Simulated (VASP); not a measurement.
Li: single point with PBEsol

The system is Li.

```
Li
1.0
     3.11100    0.00000    0.00000
    -1.55550    2.69421    0.04041
     0.00000    0.07640    5.09300
Li
2
Direct
  0.33333 0.66667 0.25000
  0.66667 0.33333 0.75000
```

This cell differs from its parent crystal: strain +0.0300 x Voigt [0, 0, 0, 1, 0, 0].

| Property | Result |
| --- | --- |
| Program | VASP 6.6.1 |
| Task | single point |
| Functional | PBEsol |
| Potentials or basis | VASP PAW PBE potentials, release 64 (Li_sv) |
| Cutoff | 520 eV |
| k mesh | 18 × 18 × 10 |
| Occupations | gaussian, width 0.15 eV |
| Spin | no spin polarisation |

The band gap on the k mesh is zero (bands 3 and 4 overlap by 4.44 eV).

Levels at points of the mesh, in eV from the Fermi level:
```csv
k point,band 1,band 2,band 3,band 4,band 5,band 6
"(0.00, 0.00, 0.00)",-46.00,-45.99,-3.49,-0.01,2.75,12.06
"(0.50, 0.00, 0.00)",-45.99,-45.98,-0.07,0.99,4.52,5.65
"(0.00, 0.50, 0.00)",-45.99,-45.98,-0.06,0.99,4.49,5.62
"(0.00, 0.00, 0.50)",-46.00,-46.00,-2.40,-2.40,7.67,7.67
"(0.50, 0.00, 0.50)",-45.99,-45.98,0.62,0.74,3.28,3.42
"(0.00, 0.50, 0.50)",-45.99,-45.98,0.56,0.80,3.21,3.49
```

Wall time 4.5 min on 1 thread of AMD EPYC 9R45 96-Core Processor (Zen 5), with other jobs on the host, peak memory 0.33 GiB.

Caveat: the cell differs from its parent crystal (strain +0.0300 x Voigt [0, 0, 0, 1, 0, 0]).
